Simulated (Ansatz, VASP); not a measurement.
**BN: VASP beside Ansatz**

The input INCAR:

```
SYSTEM = BN
ALGO = Normal
EDIFF = 1E-6
ENCUT = 520
GGA = PE
ISIF = 2
ISMEAR = 0
LASPH = .TRUE.
LCHARG = .FALSE.
LREAL = .FALSE.
LWAVE = .FALSE.
NBANDS = 11
NELM = 80
PREC = Accurate
SIGMA = 0.05
```

KPOINTS

```
k-points
0
G
  16 16 16
  0 0 0
```

Contents of POSCAR:

```
BN
1.0
    0.0000000000      1.8106359998      1.8106359998
    1.8106359998      0.0000000000      1.8106359998
    1.8106359998      1.8106359998      0.0000000000
B N
1 1
Direct
    0.0000000000      0.0000000000      0.0000000000
    0.7500000000      0.7500000000      0.7500000000
```

Input for Ansatz:

```yaml
crystal:
  lattice:
    - [0.0, 1.8106359998, 1.8106359998]
    - [1.8106359998, 0.0, 1.8106359998]
    - [1.8106359998, 1.8106359998, 0.0]
  atoms:
    - { symbol: B, position: [0.0, 0.0, 0.0] }
    - { symbol: "N", position: [0.75, 0.75, 0.75] }
basis:
  ecutwfc: 420
  ecutrho_ratio: 4
kpoints:
  mp_grid: { grid: [16, 16, 16] }
hamiltonian:
  xc: pbe
scf:
  occupations: { method: gaussian, width: 0.05 }
output:
  forces: true
  stress: true
  eigenvalues: true
```

Alike in both runs: task single point; functional PBE; k mesh 16 × 16 × 16; occupations gaussian, width 0.05 eV; no spin polarisation.

|  | VASP | Ansatz |
| --- | --- | --- |
| version | VASP 6.6.1 | Ansatz 0.2.0 |
| potentials or method | VASP PAW PBE potentials, release 64 (B, N), cutoff 520 eV | scalar-relativistic, plane waves, PAW |
| valence electrons in the cell | 8 | 8 |

|  | VASP | Ansatz | Ansatz less VASP |
| --- | --- | --- | --- |
| gap on the k mesh at the Fermi level (eV) | 4.45 | 4.47 | +0.012 |
| least direct gap on the mesh (eV) | 8.80 | 8.81 | +0.011 |
| pressure (GPa) | 1.3 | 1.1 | -0.25 |
